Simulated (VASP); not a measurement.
Here is a VASP 6.6.1 calculation.

File INCAR:

```
SYSTEM = Hf
  ALGO = Normal
  EDIFF = 1E-6
  ENCUT = 500
  GGA = PS
  GGA_COMPAT = .False.
  ISIF = 2
  ISMEAR = 1
  LASPH = .True.
  LCHARG = .False.
  LREAL = .False.
  LWAVE = .False.
  NBANDS = 11
  NELM = 120
  PREC = Accurate
  SIGMA = 0.05
```

KPOINTS

```
k-points
0
Gamma
  7 7 7
  0 0 0
```

File POSCAR:

```
Hf
1.0
    0.0000000000      2.1079462008      2.1079462008
    2.1079462008      0.0000000000      2.1079462008
    2.1079462008      2.1079462008      0.0000000000
Hf
1
Direct
    0.0000000000      0.0000000000      0.0000000000
```

Potentials or basis: VASP PAW PBE potentials, release 64 (Hf_pv).

Launch:

```bash
$ cat potpaw_PBE.64/Hf_pv/POTCAR > POTCAR
$ mpirun -np 1 vasp_std > vasp.out
```

(1) Estimate the band gap on the k mesh.

(2) Estimate the pressure.

Answers

(1) zero (bands 5 and 6 overlap by 1.62 eV).

(2) 19.7 GPa.

Caveat: the k points lie up to 0.37 Å⁻¹ apart, too coarse for converged energies and pressures of a metal; the PAW data sets were made with another functional, which shifts forces and pressure a little; spin-orbit coupling is left out, which moves the levels of the heavy elements.
